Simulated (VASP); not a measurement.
# ZnSe (F-43m) in VASP: further runs

The runs below take ZnSe through vibrations by perturbation theory, elastic constants, with LDA.

Program: VASP 6.6.1. These are calculated values, not measurements. Logs are shortened: lines on timing, memory, paths and dates and some standing lists are left out, and cuts for length are marked.

### Step 1. The cell of the first run

The structure is cubic, space group F-43m (No. 216). Conventional cell: a = 5.476 Å, b = 5.476 Å, c = 5.476 Å, α = 90.00°, β = 90.00°, γ = 90.00°. Within 3.1 Å of Zn (site symmetry -43m) lie 4 Se at 2.37 Å. Within 3.1 Å of Se (site symmetry -43m) lie 4 Zn at 2.37 Å.

### Step 2. Vibrations by perturbation theory, LDA

Contents of INCAR:

```
ALGO     = Normal         # electronic algorithm
EDIFF    = 1E-8           # SCF threshold, eV
ENCUT    = 520            # plane-wave cutoff, eV
IBRION   = 8              # ionic algorithm
ISIF     = 2              # what is computed and relaxed
ISMEAR   = 0              # smearing method
LASPH    = True           # aspherical terms in the spheres
LCHARG   = True           # write CHGCAR
LEPSILON = True           # dielectric tensor by DFPT
LREAL    = False          # projectors in reciprocal space
LWAVE    = False          # write WAVECAR
NELM     = 60             # most SCF steps
NSW      = 1              # ionic steps
PREC     = Accurate       # precision mode
SIGMA    = 0.01           # smearing width, eV
```

Contents of KPOINTS:

```
k-points
0
Gamma
  8 8 8
```

Contents of POSCAR:

```
ZnSe
1.0
    0.0000000000      2.7379036462      2.7379036462
    2.7379036462      0.0000000000      2.7379036462
    2.7379036462      2.7379036462      0.0000000000
Zn Se
1 1
Direct
    0.0000000000      0.0000000000      0.0000000000
    0.7500000000      0.7500000000      0.7500000000
```

Potentials or basis: VASP PAW LDA potentials, release 64 (Zn, Se).

Command:

```bash
> cat potpaw_LDA.64/Zn/POTCAR potpaw_LDA.64/Se/POTCAR > POTCAR
> mpirun -np 1 vasp_std > vasp.out
```

OUTCAR:

```text
EDIFF = 1E-8
   ENCUT = 520
   IBRION = 8
   ISIF = 2
   ISMEAR = 0
   LASPH = True
   LEPSILON = True
   LREAL = False
   NELM = 60
   NSW = 1
   PREC = Accurate

 ion  position               nearest neighbor table
   1  0.000  0.000  0.000-   2 2.37   2 2.37   2 2.37   2 2.37
   2  0.750  0.750  0.750-   1 2.37   1 2.37   1 2.37   1 2.37

  LATTYP: Found a face centered cubic cell.
 ALAT       =     5.4758072924

  Lattice vectors:

 A1 = (   0.0000000000,   2.7379036462,   2.7379036462)
 A2 = (   2.7379036462,   0.0000000000,   2.7379036462)
 A3 = (   2.7379036462,   2.7379036462,   0.0000000000)

Analysis of symmetry for initial positions (statically):
=====================================================================
 Subroutine PRICEL returns:
 Original cell was already a primitive cell.

 Routine SETGRP: Setting up the symmetry group for a
 face centered cubic supercell.

 Subroutine GETGRP returns: Found 24 space group operations
 (whereof 24 operations were pure point group operations)
 out of a pool of 48 trial point group operations.

The static configuration has the point symmetry T_d .

Analysis of symmetry for dynamics (positions and initial velocities):
=====================================================================
 Subroutine PRICEL returns:
 Original cell was already a primitive cell.

 Routine SETGRP: Setting up the symmetry group for a
 face centered cubic supercell.

 Subroutine GETGRP returns: Found 24 space group operations
 (whereof 24 operations were pure point group operations)
 out of a pool of 48 trial point group operations.

The dynamic configuration has the point symmetry T_d .

 Subroutine INISYM returns: Found 24 space group operations
 (whereof 24 operations are pure point group operations),
 and found     1 'primitive' translations

----------------------------------------------------------------------------------------

                                     Primitive cell

  volume of cell :      41.0473

  direct lattice vectors                    reciprocal lattice vectors
     0.000000000  2.737903646  2.737903646    -0.182621474  0.182621474  0.182621474
     2.737903646  0.000000000  2.737903646     0.182621474 -0.182621474  0.182621474
     2.737903646  2.737903646  0.000000000     0.182621474  0.182621474 -0.182621474

  length of vectors
     3.871980469  3.871980469  3.871980469     0.316309672  0.316309672  0.316309672

  position of ions in fractional coordinates (direct lattice)
     0.000000000  0.000000000  0.000000000
     0.750000000  0.750000000  0.750000000

  ion indices of the primitive-cell ions
   primitive index   ion index
                 1           1
                 2           2

----------------------------------------------------------------------------------------

 KPOINTS: k-points

Automatic generation of k-mesh.
 Grid dimensions read from file:
 generate k-points for:    8    8    8

 Generating k-lattice:

  Cartesian coordinates                     Fractional coordinates (reciprocal lattice)
    -0.022827684  0.022827684  0.022827684     0.125000000  0.000000000  0.000000000
     0.022827684 -0.022827684  0.022827684     0.000000000  0.125000000  0.000000000
     0.022827684  0.022827684 -0.022827684     0.000000000  0.000000000  0.125000000

  Length of vectors
     0.039538709  0.039538709  0.039538709

  Shift w.r.t. Gamma in fractional coordinates (k-lattice)
     0.000000000  0.000000000  0.000000000

 Subroutine IBZKPT returns following result:
 ===========================================

 Found     29 irreducible k-points:

 Following reciprocal coordinates:
            Coordinates               Weight
  0.000000  0.000000  0.000000      1.000000
  0.125000  0.000000  0.000000      8.000000
  0.250000  0.000000  0.000000      8.000000
  0.375000  0.000000  0.000000      8.000000
[... 494 lines left out ...]
      0.00000      0.00000      0.00000         0.000000      0.000000      0.000000
      4.10686      4.10686      4.10686        -0.000000     -0.000000     -0.000000
 -----------------------------------------------------------------------------------
    total drift:                                0.000001      0.000001      0.000001

  FREE ENERGIE OF THE ION-ELECTRON SYSTEM (eV)
  ---------------------------------------------------
  free  energy   TOTEN  =        -7.3412885852 eV

  energy  without entropy=       -7.3412885852  energy(sigma->0) =       -7.34128859

 HEAD OF MICROSCOPIC STATIC DIELECTRIC TENSOR (INDEPENDENT PARTICLE, excluding Hartree and local field effects)
 ------------------------------------------------------
           8.286086     0.000000     0.000000
           0.000000     8.286086    -0.000000
           0.000000     0.000000     8.286086
 ------------------------------------------------------

 Free energy of the ion-electron system (eV)
  ---------------------------------------------------
  ---------------------------------------------------
  free energy    TOTEN  =        -0.81003732 eV

  energy without entropy =       -0.81003732

------------------------ aborting loop because EDIFF is reached ----------------------------------------

--------------------------------------- Ionic step        2  -------------------------------------------

------------------------ aborting loop because EDIFF is reached ----------------------------------------

--------------------------------------- Ionic step        3  -------------------------------------------

------------------------ aborting loop because EDIFF is reached ----------------------------------------

 PIEZOELECTRIC TENSOR FIELD DIRECTION 3  (e Angst)
 -----------------------------------------------------------------------------
    -0.00079  1.70852  0.00000           (  0.00000 -0.03253  0.00000)
     1.70852 -0.00079  0.00000           ( -0.03253  0.00000  0.00000)
     0.00000  0.00000  0.00004           (  0.00000  0.00000 -0.00000)

 PIEZOELECTRIC TENSOR FIELD DIRECTION 3  (C/m^2)
 -----------------------------------------------------------------------------
    -0.00031  0.66688  0.00000
     0.66688 -0.00031  0.00000
     0.00000  0.00000  0.00002

--------------------------------------- Ionic step        4  -------------------------------------------

------------------------ aborting loop because EDIFF is reached ----------------------------------------

[... ionic steps 5 to 6 ...]

--------------------------------------- Ionic step        7  -------------------------------------------

 Free energy of the ion-electron system (eV)
  ---------------------------------------------------
  ---------------------------------------------------
  free energy    TOTEN  =        -0.08215036 eV

  energy without entropy =       -0.08215036

------------------------ aborting loop because EDIFF is reached ----------------------------------------

 INTERNAL STRAIN TENSOR  FOR ION    2  DIRECTION 1   (eV/Angst):
 -----------------------------------------------------------------------------
    -0.01671  0.00000  0.00000
     0.00000  0.01490  8.33334
     0.00000  8.33334  0.01490

 MACROSCOPIC STATIC DIELECTRIC TENSOR (including local field effects in DFT)
 ------------------------------------------------------
           7.777002    -0.000000     0.000000
           0.000000     7.777002     0.000000
          -0.000000    -0.000000     7.777002
 ------------------------------------------------------

 PIEZOELECTRIC TENSOR (including local field effects)  for field in x, y, z        (e  Angst)
          XX          YY          ZZ          XY          YZ          ZX
  --------------------------------------------------------------------------------
  x    -0.00000    -0.00000     0.00000     0.00000     1.72561     0.00000
  y     0.00000     0.00000     0.00000     0.00000     0.00000     1.72561
  z     0.00000     0.00000     0.00000     1.72561     0.00000     0.00000

 PIEZOELECTRIC TENSOR (including local field effects)  for field in x, y, z        (C/m^2)
          XX          YY          ZZ          XY          YZ          ZX
  --------------------------------------------------------------------------------
  x    -0.00000    -0.00000     0.00000     0.00000     0.67355     0.00000
  y     0.00000     0.00000     0.00000     0.00000     0.00000     0.67355
  z     0.00000     0.00000     0.00000     0.67355     0.00000     0.00000

 BORN EFFECTIVE CHARGES (including local field effects) (in |e|, cummulative output)
 ---------------------------------------------------------------------------------
 ion    1
    1     1.92270     0.00000     0.00000
    2    -0.00000     1.92270     0.00000
    3    -0.00000     0.00000     1.92270
 ion    2
    1    -1.92270     0.00000     0.00000
    2     0.00000    -1.92270    -0.00000
    3     0.00000    -0.00000    -1.92270

 INTERNAL STRAIN TENSOR FOR ION    2 for displacements in x,y,z  (eV/Angst):
          X           Y           Z          XY          YZ          ZX
  --------------------------------------------------------------------------------
  x     0.00000     0.00000     0.00000     0.00000     8.33334     0.00000
  y     0.00000     0.00000     0.00000     0.00000     0.00000     8.33334
  z     0.00000     0.00000     0.00000     8.33334     0.00000     0.00000

 SECOND DERIVATIVES (NOT SYMMETRIZED)
 ------------------------------------
               1X          1Y          1Z          2X          2Y          2Z
  1X    -7.497892    0.000000    0.000000    7.497892    0.000000    0.000000
  1Y     0.000000   -7.497892    0.000000    0.000000    7.497892    0.000000
  1Z     0.000000    0.000000   -7.497892    0.000000    0.000000    7.497892
  2X     7.504308    0.000000    0.000000   -7.504308    0.000000    0.000000
  2Y     0.000000    7.504308    0.000000    0.000000   -7.504308    0.000000
  2Z     0.000000    0.000000    7.504308    0.000000    0.000000   -7.504308

 Eigenvectors and eigenvalues of the dynamical matrix
 ----------------------------------------------------

   1 f  =    7.159021 THz    44.981456 2PiTHz  238.799238 cm-1    29.607319 meV
             X         Y         Z           dx          dy          dz
      0.000000  0.000000  0.000000    -0.739454    0.000000    0.000000
      4.106855  4.106855  4.106855     0.673207    0.000000    0.000000
[... 21 lines left out ...]
   6 f/i=    0.001524 THz     0.009576 2PiTHz    0.050836 cm-1     0.006303 meV
             X         Y         Z           dx          dy          dz
      0.000000  0.000000  0.000000     0.000000    0.573333    0.352842
      4.106855  4.106855  4.106855     0.000000    0.629751    0.387564

--------------------------------------------------------------------------------------------------------

 MACROSCOPIC STATIC DIELECTRIC TENSOR IONIC CONTRIBUTION
 ------------------------------------------------------
           2.172598    -0.000000    -0.000000
          -0.000000     2.172598    -0.000000
          -0.000000    -0.000000     2.172598
 ------------------------------------------------------

 ELASTIC MODULI CONTR FROM IONIC RELAXATION (kBar)
 Direction    XX          YY          ZZ          XY          YZ          ZX
 --------------------------------------------------------------------------------
 XX          -0.0000     -0.0000      0.0000     -0.0000      0.0000      0.0000
 YY          -0.0000     -0.0000     -0.0000     -0.0000     -0.0000      0.0000
 ZZ           0.0000     -0.0000     -0.0000      0.0000     -0.0000      0.0000
 XY          -0.0000     -0.0000      0.0000   -362.0989      0.0000      0.0000
 YZ           0.0000     -0.0000     -0.0000      0.0000   -362.0989      0.0000
 ZX           0.0000      0.0000      0.0000      0.0000      0.0000   -362.0989
 --------------------------------------------------------------------------------

 PIEZOELECTRIC TENSOR IONIC CONTR  for field in x, y, z        (C/m^2)
          XX          YY          ZZ          XY          YZ          ZX
  --------------------------------------------------------------------------------
  x     0.00000    -0.00000    -0.00000     0.00000    -0.83459     0.00000
  y     0.00000     0.00000     0.00000     0.00000     0.00000    -0.83459
  z    -0.00000    -0.00000     0.00000    -0.83459     0.00000     0.00000
```

Run time: 12 min. Hardware: 1 thread of Intel Xeon 8259CL, shared host; peak memory 0.27 GiB.

What came out:

```yaml
Electronic_dielectric_tensor_diagonal: 7.78
Born_charges_mean_of_the_diagonal: Zn +1.92; Se -1.92 e
Highest_phonon_frequency_at_Γ_LO-TO_splitting_left_out: 239 cm⁻¹
```

Phonon frequencies in cm⁻¹ (negative: imaginary):
```tsv
q point	frequencies
(0.000, 0.000, 0.000)	0 0 0 239 239 239
```

Electronic dielectric tensor:
```
7.78 0.00 0.00
0.00 7.78 0.00
0.00 0.00 7.78
```

Born effective charge tensors (e):
atom 1, Zn
```
1.92 0.00 0.00
0.00 1.92 0.00
0.00 0.00 1.92
```
atom 2, Se
```
-1.92  0.00  0.00
 0.00 -1.92  0.00
 0.00  0.00 -1.92
```

Caveat: the cell stands under pressure or tension, which shifts response properties.

(Continued in part 2 of 2.)
